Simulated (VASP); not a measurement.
# Mg3ZnS4 (P4/mmm) in VASP: settings compared, part 2 of 2

VASP 6.6.1. The steps go on from the part before.

### 5 Single point, PBEsol

File INCAR:

```
SYSTEM = Mg3ZnS4
  PREC = Accurate
  ENCUT = 520
  EDIFF = 1E-7
  ISMEAR = 0
  SIGMA = 0.02
  LREAL = .False.
  LASPH = .True.
  NELM = 60
  ALGO = Normal
  ISIF = 2
  LWAVE = .False.
  LCHARG = .False.
  GGA = PS
  NBANDS = 31
```

File KPOINTS:

```
Automatic mesh
0
Gamma
  8 8 4
  0 0 0
```

File POSCAR:

```
Mg3ZnS4
1.0
    3.6773859000      0.0000000000      0.0000000000
    0.0000000000      3.6773859000      0.0000000000
    0.0000000000      0.0000000000     10.3971707000
Mg Zn S
3 1 4
Direct
    0.0000000000      0.0000000000      0.7527100000
    0.0000000000      0.0000000000      0.2472900000
    0.5000000000      0.5000000000      0.5000000000
    0.5000000000      0.5000000000      0.0000000000
    0.0000000000      0.0000000000      0.0000000000
    0.5000000000      0.5000000000      0.2463500000
    0.0000000000      0.0000000000      0.5000000000
    0.5000000000      0.5000000000      0.7536500000
```

Potentials or basis: VASP PAW PBE potentials, release 64 (Mg, Zn, S).

The run is started by

```sh
$ cat potpaw_PBE.64/Mg/POTCAR potpaw_PBE.64/Zn/POTCAR potpaw_PBE.64/S/POTCAR > POTCAR
$ mpirun -np 1 vasp_std > vasp.out
```

OUTCAR:

```text
SYSTEM = Mg3ZnS4
   PREC = Accurate
   ENCUT = 520
   EDIFF = 1E-7
   ISMEAR = 0
   LREAL = .False.
   LASPH = .True.
   NELM = 60
   ISIF = 2
   GGA = PS

 ion  position               nearest neighbor table
   1  0.000  0.000  0.753-   5 2.57   8 2.60   8 2.60   8 2.60   8 2.60   7 2.63
   2  0.000  0.000  0.247-   5 2.57   6 2.60   6 2.60   6 2.60   6 2.60   7 2.63
   3  0.500  0.500  0.500-   7 2.60   7 2.60   7 2.60   7 2.60   8 2.64   6 2.64
   4  0.500  0.500  0.000-   6 2.56   8 2.56   5 2.60   5 2.60   5 2.60   5 2.60
   5  0.000  0.000  0.000-   1 2.57   2 2.57   4 2.60   4 2.60   4 2.60   4 2.60
   6  0.500  0.500  0.246-   4 2.56   2 2.60   2 2.60   2 2.60   2 2.60   3 2.64
   7  0.000  0.000  0.500-   3 2.60   3 2.60   3 2.60   3 2.60   1 2.63   2 2.63
   8  0.500  0.500  0.754-   4 2.56   1 2.60   1 2.60   1 2.60   1 2.60   3 2.64

  LATTYP: Found a simple tetragonal cell.
 ALAT       =     3.6773859000
 C/A-ratio  =     2.8273265256

  Lattice vectors:

 A1 = (   3.6773859000,   0.0000000000,   0.0000000000)
 A2 = (   0.0000000000,   3.6773859000,   0.0000000000)
 A3 = (   0.0000000000,   0.0000000000,  10.3971707000)

Analysis of symmetry for initial positions (statically):
[... 196 lines left out ...]
      2      -8.5774      2.00000
      3      -8.4978      2.00000
      4      -7.5998      2.00000
      5      -2.3275      2.00000
      6      -2.3045      2.00000
[... 805 lines left out ...]
     30      10.5596      0.00000
     31      10.8257      0.00000

 [... further k-points ...]

------------------------ aborting loop because EDIFF is reached ----------------------------------------

  FORCE on cell =-STRESS in cart. coord.  units (eV):
  Direction    XX          YY          ZZ          XY          YZ          ZX
  --------------------------------------------------------------------------------------
  -------------------------------------------------------------------------------------
  Total       -2.3509167     -2.3509167     -2.3332002      0.0000000      0.0000000     -0.0000000
  in kB      -26.7888601    -26.7888601    -26.5869797      0.0000000      0.0000000     -0.0000000
  external PRESSURE =     -26.7215666 kB  Pullay stress =       0.0000000 kB

 VOLUME and BASIS-vectors are now :
 -----------------------------------------------------------------------------
  energy-cutoff  :      520.00
  volume of cell :      140.60
      direct lattice vectors                 reciprocal lattice vectors
     3.677385900  0.000000000  0.000000000     0.271932298  0.000000000  0.000000000
     0.000000000  3.677385900  0.000000000     0.000000000  0.271932298  0.000000000
     0.000000000  0.000000000 10.397170700     0.000000000  0.000000000  0.096180012

 POSITION                                       TOTAL-FORCE (eV/Angst)
 -----------------------------------------------------------------------------------
      0.00000      0.00000      7.82605         0.000000     -0.000000      0.006003
      0.00000      0.00000      2.57112         0.000000     -0.000000     -0.006003
      1.83869      1.83869      5.19859         0.000000     -0.000000      0.000000
      1.83869      1.83869      0.00000         0.000000     -0.000000      0.000000
      0.00000      0.00000      0.00000         0.000000     -0.000000      0.000000
      1.83869      1.83869      2.56134        -0.000000      0.000000     -0.072569
      0.00000      0.00000      5.19859         0.000000     -0.000000      0.000000
      1.83869      1.83869      7.83583         0.000000     -0.000000      0.072569
 -----------------------------------------------------------------------------------
    total drift:                                0.000000      0.000000     -0.000000

  FREE ENERGIE OF THE ION-ELECTRON SYSTEM (eV)
  ---------------------------------------------------
  free  energy   TOTEN  =       -34.1669597095 eV

  energy  without entropy=      -34.1669597095  energy(sigma->0) =      -34.16695971
```

stdout:

```text
POSCAR found type information on POSCAR MgZnS
 POSCAR found :  3 types and       8 ions
 scaLAPACK will be used
 -----------------------------------------------------------------------------
|                                                                             |
|                                                                             |
|     You enforced a specific xc type in the INCAR file but a different       |
|     I HOPE YOU KNOW WHAT YOU ARE DOING!                                     |
|                                                                             |
 -----------------------------------------------------------------------------

 LDA part: xc-table for (Slater+PW92), standard interpolation
 POSCAR, INCAR and KPOINTS ok, starting setup
 FFT: planning ... GRIDC
 FFT: planning ... GRID_SOFT
 FFT: planning ... GRID
 WAVECAR not read
 entering main loop
```

It took 3.7 min on 1 thread of Intel Xeon Platinum 8488C (Sapphire Rapids), shared host; peak memory 0.34 GiB.

Results:

```
Free energy            : -34.1670 eV
Pressure               : -2.7 GPa
Largest force          : 0.073 eV/Å
Band gap on the k mesh : 0.95 eV (least direct gap 1.52 eV)
```

Forces on the atoms (eV/Å):
```
Mg   0.000  0.000  0.006
Mg   0.000  0.000 -0.006
Mg   0.000  0.000  0.000
Zn   0.000  0.000  0.000
S    0.000  0.000  0.000
S    0.000  0.000 -0.073
S    0.000  0.000  0.000
S    0.000  0.000  0.073
```

Levels at points of the mesh, in eV from the valence-band top:
| k point | band 19 | band 20 | band 21 | band 22 | band 23 | band 24 |
| --- | --- | --- | --- | --- | --- | --- |
| (0.00, 0.00, 0.00) | -0.29 | -0.28 | -0.28 | 1.25 | 3.10 | 4.21 |
| (0.50, 0.00, 0.00) | -0.80 | -0.36 | 0.00 | 3.98 | 4.11 | 4.83 |
| (0.50, 0.50, 0.00) | -2.00 | -2.00 | -1.95 | 0.95 | 2.50 | 4.33 |
| (0.00, 0.00, 0.50) | -0.60 | -0.58 | -0.58 | 1.66 | 2.99 | 4.26 |
| (0.50, 0.00, 0.50) | -0.89 | -0.82 | 0.00 | 4.56 | 4.93 | 4.97 |
| (0.50, 0.50, 0.50) | -2.44 | -2.34 | -2.31 | 1.68 | 3.22 | 3.50 |

Caveat: the PAW data sets were made with another functional, which shifts forces and pressure a little. A k mesh can miss the band edges.

### 6 Overview

| level | k mesh | smearing | gap on the mesh (eV) | pressure (GPa) | largest force (eV/Å) |
| --- | --- | --- | --- | --- | --- |
| PBE | 4 × 4 × 2 | gaussian 0.1 eV | 1.00 | 0.0 | 0.01 |
| PBE | 6 × 6 × 2 | gaussian 0.1 eV | 1.02 | -0.2 | 0.02 |
| PBE | 8 × 8 × 4 | gaussian 0.02 eV | 1.02 | -0.2 | 0.02 |
| PBEsol | 8 × 8 × 4 | gaussian 0.02 eV | 0.95 | -2.7 | 0.07 |

Alike in all rows: task single point; potentials or basis VASP PAW PBE potentials, release 64 (Mg, Zn, S); no spin polarisation; cell as given; cutoff (eV) 520.

Caveats: some runs use coarse meshes; the PAW data sets were made with another functional, which shifts forces and pressure a little (at least some runs).

Total energies depend on the potentials used, so only differences within one code and one set of settings carry meaning.
